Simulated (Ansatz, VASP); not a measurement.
# HgTe: VASP beside Ansatz

INCAR

```
ALGO = Normal
EDIFF = 1E-6
ENCUT = 520
GGA = PS
ISIF = 2
ISMEAR = -1
LASPH = True
LCHARG = False
LREAL = False
LWAVE = False
NBANDS = 16
NELM = 80
PREC = Accurate
SIGMA = 0.05
```

Contents of KPOINTS:

```
k-points
0
Gamma
  10 10 10
```

The input POSCAR:

```
HgTe
1.0
   -3.1674271200      3.1674271200      1.5594100000
    3.1674271200     -3.1674271200      1.5594100000
    3.1674271200      3.1674271200     -1.5594100000
Hg Te
1 1
Direct
    0.7500000000      0.2500000000      0.5000000000
    0.0000000000      0.0000000000      0.0000000000
```

input.yaml

```yaml
crystal:
  lattice:
    - [-3.16742712, 3.16742712, 1.55941]
    - [3.16742712, -3.16742712, 1.55941]
    - [3.16742712, 3.16742712, -1.55941]
  atoms:
    - { symbol: Hg, position: [0.75, 0.25, 0.5] }
    - { symbol: Te, position: [0.0, 0.0, 0.0] }
kpoints:
  mp_grid: { grid: [10, 10, 10] }
  band_path:
    path:
      - [0.0, 0.0, 0.0]
      - [0.0, 0.0, 0.5]
      - [-0.5, 0.5, 0.5]
      - [0.0, 0.0, 0.0]
      - [0.3105964771, 0.3105964771, -0.3105964771]
      - [0.25, 0.25, 0.25]
      - [0.0, 0.5, 0.0]
      - [-0.3105964771, 0.6894035229, 0.3105964771]
    npoints: 6
scf:
  occupations: { method: fermi_dirac, width: 0.05 }
hamiltonian:
  xc: pbesol
  pseudopotentials: { kind: all_electron, lapw: { basis_error: 0.001 } }
output:
  forces: true
  stress: true
  eigenvalues: true
```

Change from the starting cell: strain_xy = 0.04.

Alike in both runs: functional PBEsol; k mesh 10 × 10 × 10; occupations fermi-dirac, width 0.05 eV; no spin polarisation.

```csv
,VASP,Ansatz
version,VASP 6.6.1,Ansatz 0.2.0
potentials or method,"VASP PAW PBE potentials, release 64 (Hg, Te), cutoff 520 eV","all-electron LAPW, scalar-relativistic"
task,single point,band structure
```

Ansatz gave:

| Property | Result |
| --- | --- |
| gap on the k mesh at the Fermi level (eV) | none |
| pressure (GPa) | -5.2 |
| traceless stress, the component that is largest in VASP (GPa) | 1.73 |

**Question.** What did VASP give for the same quantities?

**Answer.** gap on the k mesh at the Fermi level (eV): none; pressure (GPa): -5.1; traceless stress, the component that is largest in VASP (GPa): 1.74.

VASP's potentials were made for PBE, not for PBEsol. A gap of «none» marks a metal or a gap that the smearing closes. Ansatz ran all-electron here, and VASP with PAW potentials.

Neither program's run includes spin-orbit coupling.
